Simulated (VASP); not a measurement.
# TaN in VASP: single point with PBE

Aim: the single point of TaN with PBE.

Program: VASP 6.6.1. These are calculated values, not measurements. Logs are shortened: lines on timing, memory, paths and dates and some standing lists are left out, and cuts for length are marked.

### Step 1. The cell of the first run

The cell holds a slab with vacuum, 10 atoms: a = 2.898 Å, b = 2.950 Å, c = 26.923 Å, α = 90.00°, β = 90.00°, γ = 90.00°.

### Step 2. Single point, PBE

The input, INCAR:

```
  ALGO = Normal
  DIPOL = 0.5 0.5 0.500
  EDIFF = 1E-6
  ENCUT = 520
  GGA = PE
  IDIPOL = 3
  ISIF = 2
  ISMEAR = 0
  LASPH = True
  LCHARG = False
  LDIPOL = True
  LREAL = False
  LWAVE = False
  NBANDS = 51
  NELM = 80
  PREC = Accurate
  SIGMA = 0.1
```

The input, KPOINTS:

```
k-points
0
Gamma
  12 12 1
```

The input, POSCAR:

```
TaN
1.0
    2.8977716015      0.0000000000      0.0000000000
    0.0000000000      2.9501846798      0.0000000000
    0.0000000000      0.0000000000     26.9230294331
Ta N
5 5
Direct
    0.5000000000      0.5000000000      0.2785719199
    0.5000000000      0.0000000000      0.3734696685
    0.5000000000      0.5000000000      0.4683674171
    0.5000000000      0.0000000000      0.5632651657
    0.5000000000      0.5000000000      0.6581629143
    0.0000000000      0.5000000000      0.3418370857
    0.0000000000      0.0000000000      0.4367348343
    0.0000000000      0.5000000000      0.5316325829
    0.0000000000      0.0000000000      0.6265303315
    0.0000000000      0.5000000000      0.7214280801
```

Potentials or basis: VASP PAW PBE potentials, release 64 (Ta_pv, N).

Command:

```console
cat potpaw_PBE.64/Ta_pv/POTCAR potpaw_PBE.64/N/POTCAR > POTCAR
mpirun -np 1 vasp_std > vasp.out
```

OUTCAR:

```text
EDIFF = 1E-6
   ENCUT = 520
   GGA = PE
   ISIF = 2
   ISMEAR = 0
   LASPH = True
   LREAL = False
   NELM = 80
   PREC = Accurate

 ion  position               nearest neighbor table
   1  0.500  0.500  0.279-   6 2.24   6 2.24   2 2.95   2 2.95
   2  0.500  0.000  0.373-   6 2.24   6 2.24   6 2.24   6 2.24   7 2.24   7 2.24   1 2.95   3 2.95
                             1 2.95   3 2.95
   3  0.500  0.500  0.468-   7 2.24   7 2.24   7 2.24   7 2.24   8 2.24   8 2.24   2 2.95   2 2.95
                             4 2.95   4 2.95
   4  0.500  0.000  0.563-   8 2.24   8 2.24   8 2.24   8 2.24   9 2.24   9 2.24   5 2.95   5 2.95
                             3 2.95   3 2.95
   5  0.500  0.500  0.658-   9 2.24   9 2.24   9 2.24   9 2.24  10 2.24  10 2.24   4 2.95   4 2.95

   6  0.000  0.500  0.342-   2 2.24   2 2.24   2 2.24   2 2.24   1 2.24   1 2.24
   7  0.000  0.000  0.437-   3 2.24   3 2.24   3 2.24   3 2.24   2 2.24   2 2.24
   8  0.000  0.500  0.532-   4 2.24   4 2.24   4 2.24   4 2.24   3 2.24   3 2.24
   9  0.000  0.000  0.627-   5 2.24   5 2.24   5 2.24   5 2.24   4 2.24   4 2.24
  10  0.000  0.500  0.721-   5 2.24   5 2.24

  LATTYP: Found a simple orthorhombic cell.
 ALAT       =     2.8977716015
 B/A-ratio  =     1.0180873739
 C/A-ratio  =     9.2909425364

  Lattice vectors:

 A1 = (   2.8977716015,   0.0000000000,   0.0000000000)
 A2 = (   0.0000000000,   2.9501846798,   0.0000000000)
 A3 = (   0.0000000000,   0.0000000000,  26.9230294331)

Analysis of symmetry for initial positions (statically):
=====================================================================
 Subroutine PRICEL returns:
 Original cell was already a primitive cell.

 Routine SETGRP: Setting up the symmetry group for a
 simple orthorhombic supercell.

 Subroutine GETGRP returns: Found  4 space group operations
 (whereof  4 operations were pure point group operations)
 out of a pool of  8 trial point group operations.

The static configuration has the point symmetry C_2v.

Analysis of symmetry for dynamics (positions and initial velocities):
=====================================================================
 Subroutine PRICEL returns:
 Original cell was already a primitive cell.

 Routine SETGRP: Setting up the symmetry group for a
 simple orthorhombic supercell.

 Subroutine GETGRP returns: Found  4 space group operations
 (whereof  4 operations were pure point group operations)
 out of a pool of  8 trial point group operations.

The dynamic configuration has the point symmetry C_2v.

 Subroutine INISYM returns: Found  4 space group operations
 (whereof  4 operations are pure point group operations),
 and found     1 'primitive' translations

----------------------------------------------------------------------------------------

                                     Primitive cell

  volume of cell :     230.1639

  direct lattice vectors                    reciprocal lattice vectors
     2.897771602  0.000000000  0.000000000     0.345092760  0.000000000  0.000000000
     0.000000000  2.950184680  0.000000000     0.000000000  0.338961831  0.000000000
     0.000000000  0.000000000 26.923029433     0.000000000  0.000000000  0.037142923

  length of vectors
     2.897771602  2.950184680 26.923029433     0.345092760  0.338961831  0.037142923

  position of ions in fractional coordinates (direct lattice)
     0.500000000  0.500000000  0.278571920
     0.500000000  0.000000000  0.373469669
     0.500000000  0.500000000  0.468367417
     0.500000000  0.000000000  0.563265166
     0.500000000  0.500000000  0.658162914
     0.000000000  0.500000000  0.341837086
     0.000000000  0.000000000  0.436734834
     0.000000000  0.500000000  0.531632583
     0.000000000  0.000000000  0.626530331
     0.000000000  0.500000000  0.721428080

  ion indices of the primitive-cell ions
   primitive index   ion index
                 1           1
                 2           2
                 3           3
                 4           4
                 5           5
                 6           6
                 7           7
                 8           8
                 9           9
                10          10

----------------------------------------------------------------------------------------

 KPOINTS: k-points

Automatic generation of k-mesh.
 Grid dimensions read from file:
 generate k-points for:   12   12    1

 Generating k-lattice:

  Cartesian coordinates                     Fractional coordinates (reciprocal lattice)
     0.028757730  0.000000000  0.000000000     0.083333333  0.000000000  0.000000000
     0.000000000  0.028246819  0.000000000     0.000000000  0.083333333  0.000000000
     0.000000000  0.000000000  0.037142923     0.000000000  0.000000000  1.000000000

  Length of vectors
     0.028757730  0.028246819  0.037142923

  Shift w.r.t. Gamma in fractional coordinates (k-lattice)
     0.000000000  0.000000000  0.000000000

 Subroutine IBZKPT returns following result:
 ===========================================

 Found     49 irreducible k-points:

 Following reciprocal coordinates:
            Coordinates               Weight
  0.000000  0.000000  0.000000      1.000000
  0.083333  0.000000  0.000000      2.000000
  0.166667  0.000000  0.000000      2.000000
  0.250000  0.000000  0.000000      2.000000
  0.333333  0.000000  0.000000      2.000000
  0.416667  0.000000  0.000000      2.000000
[... 16 lines left out ...]
  0.083333  0.250000  0.000000      4.000000
  0.166667  0.250000  0.000000      4.000000
 [... further k-points ...]
   k-points           NKPTS =     49   k-points in BZ     NKDIM =     49   number of bands    NBANDS=     51
   number of dos      NEDOS =    301   number of ions     NIONS =     10
   total plane-waves  NPLWV = 115200
   dimension x,y,z NGX =    24 NGY =   24 NGZ =  200
   dimension x,y,z NGXF=    48 NGYF=   48 NGZF=  400
   ions per type =               5   5
   NGX,Y,Z   is equivalent  to a cutoff of  13.77, 13.52, 12.35 a.u.
   NGXF,Y,Z  is equivalent  to a cutoff of  27.54, 27.05, 24.70 a.u.
 SYSTEM =  unknown system
   PREC   = accura    normal or accurate (medium, high low for compatibility)
   ISTART =      0    job   : 0-new  1-cont  2-samecut
   ICHARG =      2    charge: 1-file 2-atom 10-const
   ISPIN  =      1    spin polarized calculation?
   LNONCOLLINEAR =      F non collinear calculations
   LSORBIT =      F    spin-orbit coupling
   LASPH  =      T    aspherical Exc in radial PAW
   ENCUT  =  520.0 eV  38.22 Ry    6.18 a.u.   5.39  5.49 50.06*2*pi/ulx,y,z
   NELM   =     80;   NELMIN=  2; NELMDL= -5     # of ELM steps
   EDIFF  = 0.1E-05   stopping-criterion for ELM
   LREAL  =      F    real-space projection
   EDIFFG = 0.1E-04   stopping-criterion for IOM
   NSW    =      0    number of steps for IOM
   IBRION =     -1    ionic relax: 0-MD 1-quasi-New 2-CG
   NFREE  =      0    steps in history (QN), initial steepest desc. (CG)
   ISIF   =      2    stress and relaxation
   ISYM   =      2    0-nonsym 1-usesym 2-fastsym
   POTIM  = 0.5000    time-step for ionic-motion
   TEBEG  =    0.0;   TEEND  =   0.0 temperature during run
   PSTRESS=    0.0 pullay stress
   NELECT =      80.0000    total number of electrons
   NUPDOWN=      -1.0000    fix difference up-down
   EMIN   =  10.00;   EMAX   =-10.00  energy-range for DOS
   EFERMI =   0.00;   METHOD = LEGACY
   ISMEAR =     0;   SIGMA  =   0.10  broadening in eV -4-tet -1-fermi 0-gaus
   EFERMI_NEDOS =   21; number of points for ismear=-14 and -15
   IALGO  =     38    algorithm
   IMIX   =      4    mixing-type and parameters
     AMIX     =   0.40;   BMIX     =  1.00
     AMIX_MAG =   1.60;   BMIX_MAG =  1.00
  volume/ion in A,a.u.               =      23.02       155.32
  Fermi-wavevector in a.u.,A,eV,Ry     =   1.151045  2.175160 18.026429  1.324905
  Thomas-Fermi vector in A             =   2.287705
   LORBIT       =      0    0 simple, 1 ext, 2 COOP (PROOUT), +10 PAW based schemes
   GGA     = PE    functional components
   LHFCALC =     F    Hartree Fock is set to
   AEXX    =    0.0000 exact exchange contribution
   IVDW    =     0    specifies the selected vdW correction
   LEPSILON=     F    determine dielectric tensor
   LRPA    =     F    only Hartree local field effects (RPA)
 non-spin polarized calculation
 Gauss-broadening in eV      SIGMA  =   0.10
  energy-cutoff  :      520.00
  volume of cell :      230.16
 maximum number of plane-waves:      6265
 NGX is ok and might be reduce to    24
   NGX = 11   NGY = 11   NGZ =101

 dipolmoment           0.000000      0.000000     -0.048639 electrons x Angstroem

 number of electron      80.0000004 magnetization

 dipolmoment           0.000000      0.000000      0.173793 electrons x Angstroem

 Free energy of the ion-electron system (eV)
  ---------------------------------------------------
  ext. energy  EPLUGINS =         0.00000000
  ---------------------------------------------------
  free energy    TOTEN  =      -104.88797106 eV

  energy without entropy =     -104.86052045  energy(sigma->0) =     -104.87424576

 E-fermi :   0.3215     XC(G=0):  -7.2156

 val. band max:        0.3138518132   @ k =   0.3333   0.4167   0.0000
 cond. band min:       0.3385026824   @ k =   0.0000   0.0000   0.0000
 fundamental gap:      0.0246508693
 Fermi energy:         0.3214558030

 k-point     1 :       0.0000    0.0000    0.0000
  band No.  band energies     occupation
      1     -35.1881      2.00000
      2     -34.9098      2.00000
      3     -34.6470      2.00000
      4     -34.5211      2.00000
      5     -34.4930      2.00000
      6     -34.4170      2.00000
[... 43 lines left out ...]
     50       3.9926      0.00000
     51       4.0515      0.00000
[... 1240 lines left out ...]
     50       3.7433      0.00000
     51       3.9768      0.00000

 [... further k-points ...]

------------------------ aborting loop because EDIFF is reached ----------------------------------------

 vacuum level on the upper side and lower side of the slab       (xc-potential included)         1.627        -1.978

  FORCE on cell =-STRESS in cart. coord.  units (eV):
  Direction    XX          YY          ZZ          XY          YZ          ZX
  --------------------------------------------------------------------------------------
  -------------------------------------------------------------------------------------
  Total       -6.1369232     -2.9052879     -4.8071338      0.0000000      0.0000000      0.0000000
  in kB      -42.7192862    -20.2237866    -33.4625866      0.0000000      0.0000000      0.0000000
  external PRESSURE =     -32.1352198 kB  Pullay stress =       0.0000000 kB

 VOLUME and BASIS-vectors are now :
 -----------------------------------------------------------------------------
  energy-cutoff  :      520.00
  volume of cell :      230.16
      direct lattice vectors                 reciprocal lattice vectors
     2.897771602  0.000000000  0.000000000     0.345092760  0.000000000  0.000000000
     0.000000000  2.950184680  0.000000000     0.000000000  0.338961831  0.000000000
     0.000000000  0.000000000 26.923029433     0.000000000  0.000000000  0.037142923

 POSITION                                       TOTAL-FORCE (eV/Angst)
 -----------------------------------------------------------------------------------
      1.44889      1.47509      7.50000         0.000000      0.000000      0.144137
      1.44889      0.00000     10.05493         0.000000      0.000000     -0.187612
      1.44889      1.47509     12.60987         0.000000      0.000000      0.200834
      1.44889      0.00000     15.16480         0.000000      0.000000     -0.377266
      1.44889      1.47509     17.71974         0.000000      0.000000      4.925174
      0.00000      1.47509      9.20329         0.000000      0.000000     -0.031670
      0.00000      0.00000     11.75822         0.000000      0.000000     -0.078016
      0.00000      1.47509     14.31316         0.000000      0.000000     -0.206817
      0.00000      0.00000     16.86809         0.000000      0.000000     -0.551708
      0.00000      1.47509     19.42303         0.000000      0.000000     -3.837054
 -----------------------------------------------------------------------------------
    total drift:                                0.000000     -0.000000     -0.001191

  FREE ENERGIE OF THE ION-ELECTRON SYSTEM (eV)
  ---------------------------------------------------
  free  energy   TOTEN  =      -104.8879710602 eV

  energy  without entropy=     -104.8605204548  energy(sigma->0) =     -104.87424576

 vacuum level on the upper side and lower side of the slab         8.562         4.875
```

Run time: 15 min. Hardware: 1 thread of Intel Xeon 6975P-C (Granite Rapids), shared host; peak memory 0.61 GiB.

What came out:

| Property | Result |
| --- | --- |
| Free energy | -104.8880 eV |
| Largest force | 4.925 eV/Å |
| Band gap on the k mesh | zero (bands 40 and 41 overlap by 0.38 eV) |

Forces on the atoms (eV/Å):
```
Ta   0.000  0.000  0.144
Ta   0.000  0.000 -0.188
Ta   0.000  0.000  0.201
Ta   0.000  0.000 -0.377
Ta   0.000  0.000  4.925
N    0.000  0.000 -0.032
N    0.000  0.000 -0.078
N    0.000  0.000 -0.207
N    0.000  0.000 -0.552
N    0.000  0.000 -3.837
```

Caveat: spin-orbit coupling is left out, which moves the levels of the heavy elements.

The gap in the log of VASP goes by the Fermi energy; the results here count the filled bands.